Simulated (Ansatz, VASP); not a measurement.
**One calculation of FeGe, two programs**

INCAR

```
ALGO     = Fast           # electronic algorithm
EDIFF    = 1E-7           # SCF threshold, eV
EDIFFG   = -0.01          # ionic threshold
ENCUT    = 600            # plane-wave cutoff, eV
GGA      = CA             # functional
IBRION   = 2              # ionic algorithm
ISIF     = 3              # what is computed and relaxed
ISMEAR   = -1             # smearing method
ISPIN    = 2              # spin polarisation
LASPH    = True           # aspherical terms in the spheres
LCHARG   = False          # write CHGCAR
LMAXMIX  = 4              # l up to which the mixer works
LORBIT   = 11             # projections on sites
LREAL    = False          # projectors in reciprocal space
LWAVE    = False          # write WAVECAR
MAGMOM   = 0 0 0 3 3 3    # initial moments
NELM     = 150            # most SCF steps
NSW      = 60             # ionic steps
PREC     = Accurate       # precision mode
SIGMA    = 0.05           # smearing width, eV
```

File KPOINTS:

```
k-points
0
Gamma
  6 6 7
```

POSCAR

```
FeGe
1.0
    4.9976023358      0.0000000000      0.0000000000
   -2.4988011679      4.3280505808      0.0000000000
    0.0000000000      0.0000000000      4.1157613500
Ge Fe
3 3
Direct
    0.6666666667      0.3333333333      0.5000000000
    0.3333333333      0.6666666667      0.5000000000
    0.0000000000      0.0000000000      0.0000000000
    0.0000000000      0.5000000000      0.0000000000
    0.5000000000      0.5000000000      0.0000000000
    0.5000000000      0.0000000000      0.0000000000
```

File input.yaml:

```yaml
crystal:
  lattice:
    - [4.9976023358, 0.0, 0.0]
    - [-2.4988011679, 4.3280505808, 0.0]
    - [0.0, 0.0, 4.11576135]
  atoms:
    - { symbol: Ge, position: [0.6666666667, 0.3333333333, 0.5] }
    - { symbol: Ge, position: [0.3333333333, 0.6666666667, 0.5] }
    - { symbol: Ge, position: [0.0, 0.0, 0.0] }
    - { symbol: Fe, position: [0.0, 0.5, 0.0], spin: 3.0 }
    - { symbol: Fe, position: [0.5, 0.5, 0.0], spin: 3.0 }
    - { symbol: Fe, position: [0.5, 0.0, 0.0], spin: 3.0 }
hamiltonian:
  xc: lda
  pseudopotentials: { kind: paw }
magnetization:
  spin_polarized: true
kpoints:
  mp_grid: { grid: [6, 6, 7] }
scf:
  occupations: { method: fermi_dirac, width: 0.05 }
output:
  forces: true
  stress: true
  eigenvalues: true
  write_density: true
  write_potential: true
  elf: true
  volumetric_format: npy
relax:
  f_tol: 0.01
  max_steps: 40
  cell: { stress_tol: 0.05 }
```

Alike in both runs: task relaxation of cell and atoms; functional LDA; k mesh 6 × 6 × 7; occupations fermi-dirac, width 0.05 eV; collinear spin.

```csv
,VASP,Ansatz
version,VASP 6.6.1,Ansatz 0.2.0
potentials or method,"VASP PAW LDA potentials, release 64 (Ge_d, Fe)",Ansatz PAW
plane-wave cutoff (eV),600,420
valence electrons in the cell,66,90
```

```tsv
	VASP	Ansatz	Ansatz less VASP
gap on the k mesh at the Fermi level, each at its own relaxed structure (eV)	none	none	-
net moment per atom (μB)	0.53	0.54	+0.015
size of the moment on the site where the two differ most (μB)	1.09	1.12	+0.032
relaxed volume (Å³/atom)	13.36	13.34	-0.022
relaxed cell length with the largest relative difference (Å)	4.874	4.869	-0.0056
```

LDA's correlation is that of Perdew and Zunger in VASP and of Perdew and Wang (1992) in Ansatz. Site moments also hang on the region over which each program counts them. A gap of «none» marks a metal or a gap that the smearing closes. VASP's potentials hold 66 valence electrons a cell and Ansatz's 90, so a difference there can come from the potentials and not from the codes.

Noted on Ansatz's run: the plane-wave basis is chosen anew once the cell has moved, so the energies of steps on either side of that aren't comparable.
